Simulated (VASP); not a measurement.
Here is a VASP 6.6.1 calculation.

File INCAR:

```
SYSTEM = SiNi
  PREC = Accurate
  ENCUT = 600
  EDIFF = 1E-6
  ISMEAR = 0
  SIGMA = 0.1
  LREAL = .FALSE.
  LASPH = .TRUE.
  NELM = 120
  ALGO = Normal
  ISIF = 2
  LWAVE = .FALSE.
  LCHARG = .TRUE.
  GGA = PS
  LELF = .TRUE.
  LVHAR = .TRUE.
  NBANDS = 38
  GGA_COMPAT = .FALSE.
```

Contents of KPOINTS:

```
Automatic mesh
0
G
  8 8 8
  0 0 0
```

File POSCAR:

```
SiNi
1.0
    4.4967800000      0.0000000000      0.0000000000
    0.0000000000      4.4967800000      0.0000000000
    0.0000000000      0.0000000000      4.4967800000
Si Ni
4 4
Direct
    0.8601000000      0.8601000000      0.8601000000
    0.6399000000      0.1399000000      0.3601000000
    0.3601000000      0.6399000000      0.1399000000
    0.1399000000      0.3601000000      0.6399000000
    0.1470000000      0.1470000000      0.1470000000
    0.3530000000      0.8530000000      0.6470000000
    0.6470000000      0.3530000000      0.8530000000
    0.8530000000      0.6470000000      0.3530000000
```

Potentials or basis: VASP PAW PBE potentials, release 64 (Si, Ni).

Launch:

```sh
$ cat potpaw_PBE.64/Si/POTCAR potpaw_PBE.64/Ni/POTCAR > POTCAR
$ mpirun -np 1 vasp_std > vasp.out
```

Predict the largest force.

1.166 eV/Å.

What does it give for the pressure?

-2.4 GPa.

Forces in eV/Å, atoms in the order of the input:
```
Si  -0.673 -0.673 -0.673
Si   0.673  0.673 -0.673
Si  -0.673  0.673  0.673
Si   0.673 -0.673  0.673
Ni   0.196  0.196  0.196
Ni  -0.196 -0.196  0.196
Ni   0.196 -0.196 -0.196
Ni  -0.196  0.196 -0.196
```

Caveat: the PAW data sets were made with another functional, which shifts forces and pressure a little. Spin polarisation is off, so any magnetic state and its effect on volume and gap are missing.
